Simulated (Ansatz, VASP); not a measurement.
**NbTe: VASP beside Ansatz**

```
CELL_PARAMETERS angstrom
1.75648 -2.77022 0.00000
1.75648 2.77022 0.00000
0.00000 0.00000 4.44757
ATOMIC_POSITIONS crystal
Nb 0.00000 0.00000 0.00000
Te 0.50000 0.50000 0.50000
```

Change from the starting cell: species swapped into the TiW type (Cmmm, No. 65).

Alike in both runs: functional PBE; k mesh 18 × 18 × 12; occupations gaussian, width 0.1 eV; no spin polarisation.

Ansatz relaxed the structure, and its values are those at the end. VASP's run is a single point on that final structure, the one shown.

```csv
,VASP,Ansatz
version,VASP 6.6.1,Ansatz 0.2.0
potentials or method,"VASP PAW PBE potentials, release 64 (Nb_sv, Te), cutoff 520 eV","scalar-relativistic, plane waves, PAW"
valence electrons in the cell,19,29
```

Ansatz gave:

- gap on the k mesh at the Fermi level (eV): none
- pressure (GPa): 0.0

Problem. What did VASP give for the same quantities?

Solution. gap on the k mesh at the Fermi level (eV): none; pressure (GPa): -0.2.

A gap of «none» marks a metal or a gap that the smearing closes. VASP's potentials hold 19 valence electrons a cell and Ansatz's 29, so a difference there can come from the potentials and not from the codes.

Spin-orbit coupling is off throughout.
